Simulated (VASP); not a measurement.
# Si27PbC26 (a cell with a defect) in VASP: single point with PBE

Aim: the single point of Si27PbC26 (a cell with a defect) with PBE.

All numbers are computed with VASP 6.6.1; they aren't measurements. Logs are shortened: lines on timing, memory, paths and dates and some standing lists are left out, and cuts for length are marked.

## 1. The cell of the first run

The cell holds a defect, 54 atoms: a = 9.245 Å, b = 9.245 Å, c = 9.245 Å, α = 60.00°, β = 60.00°, γ = 60.00°.

## 2. Single point, PBE

INCAR reads:

```
  PREC = Accurate
  ENCUT = 520
  EDIFF = 1E-6
  ISMEAR = -1
  SIGMA = 0.01
  LREAL = Auto
  LASPH = T
  NELM = 100
  ALGO = Normal
  ISIF = 2
  LWAVE = F
  LCHARG = F
  GGA = PE
  NELECT = 228.0
  NBANDS = 146
```

KPOINTS reads:

```
regular mesh
0
Gamma
  3 3 3
```

POSCAR reads:

```
Si27PbC26
1.0
    0.0000000000      6.5370000000      6.5370000000
    6.5370000000      0.0000000000      6.5370000000
    6.5370000000      6.5370000000      0.0000000000
Si Pb C
27 1 26
Direct
   -0.0200264667     -0.0200264667     -0.0200264667
   -0.0200264667     -0.0200264667      0.3934127335
   -0.0003438409     -0.0003438409      0.6670105076
   -0.0200264667      0.3934127335     -0.0200264667
    0.0008278693      0.3333300843      0.3333300843
    0.0008278693      0.3333300843      0.6658452954
   -0.0003438409      0.6670105076     -0.0003438409
    0.0008278693      0.6658452954      0.3333300843
   -0.0003438409      0.6670105076      0.6670105076
    0.3934127335     -0.0200264667     -0.0200264667
    0.3333300843      0.0008278693      0.3333300843
    0.3333300843      0.0008278693      0.6658452954
    0.3333300843      0.3333300843      0.0008278693
    0.3333333333      0.3333333333      0.3333333333
    0.3333300843      0.3333300843      0.6658452954
    0.3333300843      0.6658452954      0.0008278693
    0.3333300843      0.6658452954      0.3333300843
    0.3334388731      0.6666314867      0.6666314867
    0.6670105076     -0.0003438409     -0.0003438409
    0.6658452954      0.0008278693      0.3333300843
    0.6670105076     -0.0003438409      0.6670105076
    0.6658452954      0.3333300843      0.0008278693
    0.6658452954      0.3333300843      0.3333300843
    0.6666314867      0.3334388731      0.6666314867
    0.6670105076      0.6670105076     -0.0003438409
    0.6666314867      0.6666314867      0.3334388731
    0.6666314867      0.6666314867      0.6666314867
    0.0833333333      0.0833333333      0.0833333333
    0.0849882677      0.0849882677      0.4230545840
    0.0849882677      0.0849882677      0.7403022138
    0.0849882677      0.4230545840      0.0849882677
    0.0829259973      0.4168024453      0.4168024453
    0.0849882677      0.4230545840      0.7403022138
    0.0849882677      0.7403022138      0.0849882677
    0.0849882677      0.7403022138      0.4230545840
    0.0849671274      0.7494554020      0.7494554020
    0.4230545840      0.0849882677      0.0849882677
    0.4168024453      0.0829259973      0.4168024453
    0.4230545840      0.0849882677      0.7403022138
    0.4168024453      0.4168024453      0.0829259973
    0.4168024453      0.4168024453      0.4168024453
    0.4164093573      0.4164093573      0.7502573094
    0.4230545840      0.7403022138      0.0849882677
    0.4164093573      0.7502573094      0.4164093573
    0.4164093573      0.7502573094      0.7502573094
    0.7403022138      0.0849882677      0.0849882677
    0.7403022138      0.0849882677      0.4230545840
    0.7494554020      0.0849671274      0.7494554020
    0.7403022138      0.4230545840      0.0849882677
    0.7502573094      0.4164093573      0.4164093573
    0.7502573094      0.4164093573      0.7502573094
    0.7494554020      0.7494554020      0.0849671274
    0.7502573094      0.7502573094      0.4164093573
    0.7494554020      0.7494554020      0.7494554020
```

Potentials or basis: VASP PAW PBE potentials, release 64 (Si, Pb_d, C).

Launch:

```
$ cat potpaw_PBE.64/Si/POTCAR potpaw_PBE.64/Pb_d/POTCAR potpaw_PBE.64/C/POTCAR > POTCAR
$ mpirun -np 1 vasp_std > vasp.out
```

OUTCAR:

```text
PREC = Accurate
   ENCUT = 520
   EDIFF = 1E-6
   ISMEAR = -1
   LREAL = Auto
   LASPH = T
   NELM = 100
   ISIF = 2
   GGA = PE
   NELECT = 228.0

 ion  position               nearest neighbor table
   1  0.980  0.980  0.980-  30 1.85  34 1.85  46 1.85  28 2.34   7 2.72  19 2.72   3 2.72   8 3.12
                            12 3.12   6 3.12  20 3.12  16 3.12  22 3.12
   2  0.980  0.980  0.393-  29 1.85  35 1.85  47 1.85  28 2.34   9 2.72  21 2.72   3 2.72  11 3.12
                             5 3.12  17 3.12  23 3.12   8 3.12  20 3.12
   3  1.000  1.000  0.667-  30 1.84  29 1.84  36 1.89  48 1.89   1 2.72   2 2.72   7 3.08   9 3.08
                            19 3.08  21 3.08  18 3.08  24 3.08   6 3.08  12 3.08  11 3.08   5 3.08
   4  0.980  0.393  0.980-  31 1.85  49 1.85  33 1.85  28 2.34   9 2.72  25 2.72   7 2.72  13 3.12
                             5 3.12  23 3.12  15 3.12   6 3.12  22 3.12
   5  0.001  0.333  0.333-  29 1.88  31 1.88  32 1.88  50 1.89  11 3.07  13 3.07  14 3.07   8 3.07
                             6 3.07   3 3.08   7 3.08  26 3.09  24 3.09  23 3.10   4 3.12   2 3.12
   6  0.001  0.333  0.666-  33 1.88  30 1.88  32 1.88  51 1.89  12 3.07  15 3.07  14 3.07   8 3.07
                             5 3.07   3 3.08   9 3.08  27 3.09  24 3.09  22 3.10   1 3.12   4 3.12
   7  1.000  0.667  1.000-  34 1.84  31 1.84  36 1.89  52 1.89   1 2.72   4 2.72   3 3.08   9 3.08
                            19 3.08  25 3.08  18 3.08  26 3.08   8 3.08  16 3.08  13 3.08   5 3.08
   8  0.001  0.666  0.333-  35 1.88  34 1.88  32 1.88  53 1.89  16 3.07  17 3.07  14 3.07   6 3.07
                             5 3.07   7 3.08   9 3.08  27 3.09  26 3.09  20 3.10   1 3.12   2 3.12
   9  1.000  0.667  0.667-  33 1.84  35 1.84  54 1.89  36 1.89   2 2.72   4 2.72   3 3.08   7 3.08
[... 63 lines left out ...]
  53  0.750  0.750  0.416-  27 1.89  26 1.89   8 1.89  20 1.89
  54  0.749  0.749  0.749-  27 1.88  21 1.89   9 1.89  25 1.89

  LATTYP: Found a face centered cubic cell.
 ALAT       =    13.0740000000

  Lattice vectors:

 A1 = (   0.0000000000,   6.5370000000,   6.5370000000)
 A2 = (   6.5370000000,   0.0000000000,   6.5370000000)
 A3 = (   6.5370000000,   6.5370000000,   0.0000000000)

Analysis of symmetry for initial positions (statically):
=====================================================================
 Subroutine PRICEL returns:
 Original cell was already a primitive cell.

 Routine SETGRP: Setting up the symmetry group for a
 face centered cubic supercell.

 Subroutine GETGRP returns: Found 24 space group operations
 (whereof  6 operations were pure point group operations)
 out of a pool of 48 trial point group operations.

The static configuration has the point symmetry C_3v.
 The point group associated with its full space group is T_d .

Analysis of symmetry for dynamics (positions and initial velocities):
=====================================================================
 Subroutine PRICEL returns:
 Original cell was already a primitive cell.

 Routine SETGRP: Setting up the symmetry group for a
 face centered cubic supercell.

 Subroutine GETGRP returns: Found 24 space group operations
 (whereof  6 operations were pure point group operations)
 out of a pool of 48 trial point group operations.

The dynamic configuration has the point symmetry C_3v.
 The point group associated with its full space group is T_d .

 Subroutine INISYM returns: Found 24 space group operations
 (whereof  6 operations are pure point group operations),
 and found     1 'primitive' translations

----------------------------------------------------------------------------------------

                                     Primitive cell

  volume of cell :     558.6830

  direct lattice vectors                    reciprocal lattice vectors
     0.000000000  6.537000000  6.537000000    -0.076487685  0.076487685  0.076487685
     6.537000000  0.000000000  6.537000000     0.076487685 -0.076487685  0.076487685
     6.537000000  6.537000000  0.000000000     0.076487685  0.076487685 -0.076487685

  length of vectors
     9.244714057  9.244714057  9.244714057     0.132480557  0.132480557  0.132480557

  position of ions in fractional coordinates (direct lattice)
     0.979973533  0.979973533  0.979973533
     0.979973533  0.979973533  0.393412733
     0.999656159  0.999656159  0.667010508
     0.979973533  0.393412733  0.979973533
     0.000827869  0.333330084  0.333330084
     0.000827869  0.333330084  0.665845295
[... 46 lines left out ...]
     0.750257309  0.750257309  0.416409357
     0.749455402  0.749455402  0.749455402

  ion indices of the primitive-cell ions
   primitive index   ion index
                 1           1
                 2           2
                 3           3
                 4           4
                 5           5
                 6           6
[... 46 lines left out ...]
                53          53
                54          54

----------------------------------------------------------------------------------------

 KPOINTS: regular mesh

Automatic generation of k-mesh.
 Grid dimensions read from file:
 generate k-points for:    3    3    3

 Generating k-lattice:

  Cartesian coordinates                     Fractional coordinates (reciprocal lattice)
    -0.025495895  0.025495895  0.025495895     0.333333333  0.000000000  0.000000000
     0.025495895 -0.025495895  0.025495895     0.000000000  0.333333333  0.000000000
     0.025495895  0.025495895 -0.025495895     0.000000000  0.000000000  0.333333333

  Length of vectors
     0.044160186  0.044160186  0.044160186

  Shift w.r.t. Gamma in fractional coordinates (k-lattice)
     0.000000000  0.000000000  0.000000000

 Subroutine IBZKPT returns following result:
 ===========================================

 Found      4 irreducible k-points:

 Following reciprocal coordinates:
            Coordinates               Weight
  0.000000  0.000000  0.000000      1.000000
  0.333333  0.000000  0.000000      8.000000
  0.333333  0.333333  0.000000      6.000000
 -0.333333  0.333333  0.000000     12.000000
   k-points           NKPTS =      4   k-points in BZ     NKDIM =      4   number of bands    NBANDS=    146
   number of dos      NEDOS =    301   number of ions     NIONS =     54
   total plane-waves  NPLWV = 343000
   dimension x,y,z NGX =    70 NGY =   70 NGZ =   70
   dimension x,y,z NGXF=   140 NGYF=  140 NGZF=  140
   ions per type =              27   1  26
   NGX,Y,Z   is equivalent  to a cutoff of  12.59, 12.59, 12.59 a.u.
   NGXF,Y,Z  is equivalent  to a cutoff of  25.18, 25.18, 25.18 a.u.
 SYSTEM =  unknown system
   PREC   = accura    normal or accurate (medium, high low for compatibility)
   ISTART =      0    job   : 0-new  1-cont  2-samecut
   ICHARG =      2    charge: 1-file 2-atom 10-const
   ISPIN  =      1    spin polarized calculation?
   LNONCOLLINEAR =      F non collinear calculations
   LSORBIT =      F    spin-orbit coupling
   LASPH  =      T    aspherical Exc in radial PAW
   ENCUT  =  520.0 eV  38.22 Ry    6.18 a.u.  17.19 17.19 17.19*2*pi/ulx,y,z
   NELM   =    100;   NELMIN=  2; NELMDL= -5     # of ELM steps
   EDIFF  = 0.1E-05   stopping-criterion for ELM
   LREAL  =      T    real-space projection
   EDIFFG = 0.1E-04   stopping-criterion for IOM
   NSW    =      0    number of steps for IOM
   IBRION =     -1    ionic relax: 0-MD 1-quasi-New 2-CG
   NFREE  =      0    steps in history (QN), initial steepest desc. (CG)
   ISIF   =      2    stress and relaxation
   ISYM   =      2    0-nonsym 1-usesym 2-fastsym
   POTIM  = 0.5000    time-step for ionic-motion
   TEBEG  =    0.0;   TEEND  =   0.0 temperature during run
   PSTRESS=    0.0 pullay stress
   NELECT =     228.0000    total number of electrons
   NUPDOWN=      -1.0000    fix difference up-down
   EMIN   =  10.00;   EMAX   =-10.00  energy-range for DOS
   EFERMI =   0.00;   METHOD = LEGACY
   ISMEAR =    -1;   SIGMA  =   0.01  broadening in eV -4-tet -1-fermi 0-gaus
   EFERMI_NEDOS =   21; number of points for ismear=-14 and -15
   IALGO  =     38    algorithm
   IMIX   =      4    mixing-type and parameters
     AMIX     =   0.40;   BMIX     =  1.00
     AMIX_MAG =   1.60;   BMIX_MAG =  1.00
  volume/ion in A,a.u.               =      10.35        69.82
  Fermi-wavevector in a.u.,A,eV,Ry     =   1.214315  2.294722 20.062613  1.474560
  Thomas-Fermi vector in A             =   2.349739
   LORBIT       =      0    0 simple, 1 ext, 2 COOP (PROOUT), +10 PAW based schemes
   GGA     = PE    functional components
   LHFCALC =     F    Hartree Fock is set to
   AEXX    =    0.0000 exact exchange contribution
   IVDW    =     0    specifies the selected vdW correction
   LEPSILON=     F    determine dielectric tensor
   LRPA    =     F    only Hartree local field effects (RPA)
 non-spin polarized calculation
  energy-cutoff  :      520.00
  volume of cell :      558.68
 maximum number of plane-waves:     15070
 NGX is ok and might be reduce to    70
   NGX = 35   NGY = 35   NGZ = 35

 number of electron     228.0000000 magnetization

 Free energy of the ion-electron system (eV)
  ---------------------------------------------------
  ext. energy  EPLUGINS =         0.00000000
  ---------------------------------------------------
  free energy    TOTEN  =      -369.55748596 eV

  energy without entropy =     -369.55743428  energy(sigma->0) =     -369.55746012

 E-fermi :  10.6939     XC(G=0): -11.5438

 val. band max:       10.6411835944   @ k =   0.0000   0.0000   0.0000
 cond. band min:      10.7576194902   @ k =   0.0000   0.0000   0.0000
 fundamental gap:      0.1164358958
 Fermi energy:        10.6938922979

 k-point     1 :       0.0000    0.0000    0.0000
  band No.  band energies     occupation
      1      -7.1245      2.00000
      2      -6.9831      2.00000
      3      -6.9831      2.00000
      4      -6.9831      2.00000
      5      -6.7097      2.00000
      6      -6.7097      2.00000
[... 505 lines left out ...]
    125      13.3436      0.00000
    126      13.4865      0.00000
 [bands above 126 left out]

------------------------ aborting loop because EDIFF is reached ----------------------------------------

  FORCE on cell =-STRESS in cart. coord.  units (eV):
  Direction    XX          YY          ZZ          XY          YZ          ZX
  --------------------------------------------------------------------------------------
  -------------------------------------------------------------------------------------
  Total       67.9414387     67.9414387     67.9414387      0.0000000      0.0000000     -0.0000000
  in kB      194.8407851    194.8407851    194.8407851      0.0000000      0.0000000     -0.0000000
  external PRESSURE =     194.8407851 kB  Pullay stress =       0.0000000 kB

 VOLUME and BASIS-vectors are now :
 -----------------------------------------------------------------------------
  energy-cutoff  :      520.00
  volume of cell :      558.68
      direct lattice vectors                 reciprocal lattice vectors
     0.000000000  6.537000000  6.537000000    -0.076487685  0.076487685  0.076487685
     6.537000000  0.000000000  6.537000000     0.076487685 -0.076487685  0.076487685
     6.537000000  6.537000000  0.000000000     0.076487685  0.076487685 -0.076487685

 POSITION                                       TOTAL-FORCE (eV/Angst)
 -----------------------------------------------------------------------------------
     12.81217     12.81217     12.81217         0.011091      0.011091      0.011091
      8.97783      8.97783     12.81217        -0.011091     -0.011091      0.011091
     10.89500     10.89500     13.06950         0.000000      0.000000      0.005099
      8.97783     12.81217      8.97783        -0.011091      0.011091     -0.011091
      4.35796      2.18439      2.18439        -0.001206     -0.001949     -0.001949
      6.53161      4.35804      2.18439         0.001949      0.001206     -0.001949
[... 46 lines left out ...]
      7.62650      7.62650      9.80886         0.000000      0.000000      0.001632
      9.79838      9.79838      9.79838         0.005702      0.005702      0.005702
 -----------------------------------------------------------------------------------
    total drift:                               -0.000014     -0.000014     -0.000014

  FREE ENERGIE OF THE ION-ELECTRON SYSTEM (eV)
  ---------------------------------------------------
  free  energy   TOTEN  =      -369.5574859627 eV

  energy  without entropy=     -369.5574342753  energy(sigma->0) =     -369.55746012
```

Wall time 22 min (1 thread of AMD EPYC 7R43 (Zen 3), shared host); peak memory 0.75 GiB.

What came out:

| Item | Value |
| --- | --- |
| Free energy | -369.5575 eV |
| Largest force | 0.019 eV/Å |

Forces on the atoms (eV/Å):
```
Si   0.011  0.011  0.011
Si  -0.011 -0.011  0.011
Si   0.000  0.000  0.005
Si  -0.011  0.011 -0.011
Si  -0.001 -0.002 -0.002
Si   0.002  0.001 -0.002
Si   0.000  0.005  0.000
Si   0.002 -0.002  0.001
Si  -0.005  0.000  0.000
Si   0.011 -0.011 -0.011
Si  -0.002 -0.001 -0.002
Si   0.001  0.002 -0.002
Si  -0.002 -0.002 -0.001
Si   0.000  0.000  0.000
Si   0.002  0.002 -0.001
Si   0.001 -0.002  0.002
Si   0.002 -0.001  0.002
Si  -0.001  0.001  0.001
Si   0.005  0.000  0.000
Si  -0.002  0.002  0.001
Si   0.000 -0.005  0.000
Si  -0.002  0.001  0.002
Si  -0.001  0.002  0.002
Si   0.001 -0.001  0.001
Si   0.000  0.000 -0.005
Si   0.001  0.001 -0.001
Si  -0.001 -0.001 -0.001
Pb   0.000  0.000  0.000
C   -0.001 -0.001  0.003
C    0.001  0.001  0.003
C   -0.001  0.003 -0.001
C   -0.003  0.003  0.003
C   -0.003  0.001 -0.001
C    0.001  0.003  0.001
C   -0.003 -0.001  0.001
C    0.006 -0.006 -0.006
C    0.003 -0.001 -0.001
C    0.003 -0.003  0.003
C    0.001 -0.003 -0.001
C    0.003  0.003 -0.003
C   -0.003 -0.003 -0.003
C    0.000  0.000 -0.002
C    0.001 -0.001 -0.003
C    0.000 -0.002  0.000
C    0.002  0.000  0.000
C    0.003  0.001  0.001
C   -0.001 -0.003  0.001
C   -0.006  0.006 -0.006
C   -0.001  0.001 -0.003
C   -0.002  0.000  0.000
C    0.000  0.002  0.000
C   -0.006 -0.006  0.006
C    0.000  0.000  0.002
C    0.006  0.006  0.006
```

Levels at points of the mesh, in eV from the Fermi level:
```
           k point  band 111  band 112  band 113  band 114  band 115  band 116  band 117  band 118
(0.00, 0.00, 0.00)     -0.61     -0.61     -0.61     -0.05      0.06      0.06      0.06      0.59
```

Caveat: the cell carries a net charge on a neutralising background, which shifts energy and pressure; the cell is charged against a uniform background, so pressure and absolute levels hang on convention; spin-orbit coupling is left out, which moves the levels of the heavy elements.
